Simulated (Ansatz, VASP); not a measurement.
# Ta3Ru in VASP and in Ansatz

```
CELL_PARAMETERS angstrom
0.00000 3.17062 3.17062
3.17062 0.00000 3.17062
3.17062 3.17062 0.00000
ATOMIC_POSITIONS crystal
Ta 0.25000 0.25000 0.25000
Ta 0.75000 0.75000 0.75000
Ta 0.50000 0.50000 0.50000
Ru 0.00000 0.00000 0.00000
```

Alike in both runs: functional LDA; k mesh 6 × 6 × 6; occupations gaussian, width 0.1 eV; no spin polarisation.

Ansatz relaxed the structure, and its values are those at the end. VASP's run is a single point on that final structure, the one shown.

|  | VASP | Ansatz |
| --- | --- | --- |
| version | VASP 6.6.1 | Ansatz 0.2.0 |
| potentials or method | VASP PAW LDA potentials, release 64 (Ta_pv, Ru_pv), cutoff 500 eV | scalar-relativistic, plane waves, PAW |
| valence electrons in the cell | 47 | 55 |

```csv
,VASP,Ansatz,Ansatz less VASP
gap on the k mesh at the Fermi level (eV),none,none,-
pressure (GPa),1.2,0.1,-1.04
```

LDA's correlation is that of Perdew and Zunger in VASP and of Perdew and Wang (1992) in Ansatz. A gap of «none» marks a metal or a gap that the smearing closes. VASP's potentials hold 47 valence electrons a cell and Ansatz's 55, so a difference there can come from the potentials and not from the codes.

Neither program's run includes spin-orbit coupling.
